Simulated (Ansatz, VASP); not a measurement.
# Al in VASP and in Ansatz

File INCAR:

```
  PREC = Accurate
  ENCUT = 520
  EDIFF = 1E-7
  ISMEAR = 0
  SIGMA = 0.15
  LREAL = F
  LASPH = T
  NELM = 60
  ALGO = Normal
  ISIF = 2
  LWAVE = F
  LCHARG = F
  GGA = PE
  IVDW = 12
  NBANDS = 14
```

The input KPOINTS:

```
regular mesh
0
Gamma
  18 18 4
```

The input POSCAR:

```
Al
1.0
    2.8538000000      0.0000000000      0.0000000000
   -1.4269000000      2.4714632973      0.0000000000
    0.0000000000      0.0000000000      7.6442000000
Al
4
Direct
    0.0000000000      0.0000000000      0.0000000000
    0.3333333333      0.6666666667      0.2500000000
    0.0000000000      0.0000000000      0.5000000000
    0.6666666667      0.3333333333      0.7500000000
```

Input for Ansatz:

```yaml
crystal:
  lattice:
    - [2.8538, 0.0, 0.0]
    - [-1.4269, 2.4714632973, 0.0]
    - [0.0, 0.0, 7.6442]
  atoms:
    - { symbol: Al, position: [0.0, 0.0, 0.0] }
    - { symbol: Al, position: [0.3333333333, 0.6666666667, 0.25] }
    - { symbol: Al, position: [0.0, 0.0, 0.5] }
    - { symbol: Al, position: [0.6666666667, 0.3333333333, 0.75] }
basis:
  ecutwfc: 420
kpoints:
  mp_grid: { grid: [18, 18, 4] }
hamiltonian:
  xc: pbe
  pseudopotentials: { kind: paw, azcp: { folder: soft_1 } }
  dispersion: d3bj
scf:
  occupations: { method: gaussian, width: 0.15 }
output:
  forces: true
  stress: true
  eigenvalues: true
```

Alike in both runs: task single point; functional PBE; dispersion D3(BJ); k mesh 18 × 18 × 4; occupations gaussian, width 0.15 eV; no spin polarisation.

```csv
,VASP,Ansatz
version,VASP 6.6.1,Ansatz 0.2.0
potentials or method,"VASP PAW PBE potentials, release 64 (Al), cutoff 520 eV","scalar-relativistic, plane waves, PAW"
valence electrons in the cell,12,12
```

VASP gave:

| Quantity | Value |
| --- | --- |
| gap on the k mesh at the Fermi level (eV) | none |
| pressure (GPa) | 26.1 |
| traceless stress, the component that is largest in VASP (GPa) | 18.89 |

**Question.** Estimate Ansatz's values.

**Answer.** gap on the k mesh at the Fermi level (eV): none; pressure (GPa): 26.0; traceless stress, the component that is largest in VASP (GPa): 18.89.

A gap of «none» marks a metal or a gap that the smearing closes.
